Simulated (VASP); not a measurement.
## Dy2Ti: single point with PBE

Crystal: Dy2Ti.

```xyz
3
Lattice="5.2501 0.0000 0.0000 -2.6250 4.5467 0.0000 0.0000 0.0000 3.1932" Properties=species:S:1:pos:R:3 pbc="T T T"
Dy    0.0000    3.0311    1.5966
Dy    2.6250    1.5156    1.5966
Ti    0.0000    0.0000    0.0000
```

The cell was generated, and may not be a known phase.

| Item | Value |
| --- | --- |
| Program | VASP 6.6.1 |
| Task | single point |
| Functional | PBE |
| Potentials or basis | VASP PAW PBE potentials, release 64 (Dy_3, Ti_sv), 4f in core |
| Cutoff | 500 eV |
| k mesh | 12 × 12 × 12 |
| Occupations | gaussian, width 0.1 eV |
| Spin | collinear spin |
| Starting moments | [0.0, 0.0, 0.38] μB |
| Dipole correction | no |
| Further INCAR settings | ALGO = Normal; EDIFF = 1e-06; NBANDS = 26 |

* Pressure: 0.4 GPa
* Band gap on the k mesh: zero (filled and empty bands overlap)
* Net moment: 0.03 μB per cell
* Valence electrons inside the program's atomic spheres: Dy 8.23; Ti 10.03

Stress tensor (GPa, compression positive):
```
0.28 0.00 0.00
0.00 0.28 0.00
0.00 0.00 0.74
```

Levels at points of the mesh, in eV from the Fermi level:
Spin up:
| k point | band 11 | band 12 | band 13 | band 14 | band 15 | band 16 | band 17 | band 18 | band 19 | band 20 |
| --- | --- | --- | --- | --- | --- | --- | --- | --- | --- | --- |
| (0.00, 0.00, 0.00) | -5.20 | -1.32 | -0.12 | -0.12 | 0.11 | 0.11 | 0.48 | 1.08 | 1.54 | 1.54 |
| (0.50, 0.00, 0.00) | -3.01 | -2.96 | -2.05 | 0.08 | 0.19 | 0.27 | 0.53 | 1.18 | 1.35 | 1.59 |
| (0.00, 0.00, 0.50) | -1.90 | -1.61 | -1.61 | -0.75 | -0.75 | -0.74 | 1.55 | 1.55 | 2.49 | 2.49 |
| (0.50, 0.00, 0.50) | -2.09 | -1.47 | -1.23 | -0.49 | -0.16 | 0.10 | 0.47 | 0.71 | 1.67 | 2.29 |
Spin down:
| k point | band 13 | band 14 | band 15 | band 16 | band 17 | band 18 |
| --- | --- | --- | --- | --- | --- | --- |
| (0.00, 0.00, 0.00) | -0.11 | -0.11 | 0.12 | 0.12 | 0.48 | 1.09 |
| (0.50, 0.00, 0.00) | -2.04 | 0.10 | 0.19 | 0.28 | 0.53 | 1.18 |
| (0.00, 0.00, 0.50) | -1.60 | -0.74 | -0.74 | -0.73 | 1.55 | 1.55 |
| (0.50, 0.00, 0.50) | -1.22 | -0.48 | -0.15 | 0.10 | 0.48 | 0.73 |

It took 4.4 min on 1 thread of AMD EPYC 9R45 96-Core Processor (Zen 5) (shared host), peak memory 0.46 GiB.

Caveat: the magnetic or orbital state may not be the lowest; spin-orbit coupling is left out, which moves the levels of the heavy elements; the 4f electrons are frozen in the core, so they carry no moment and show no levels.
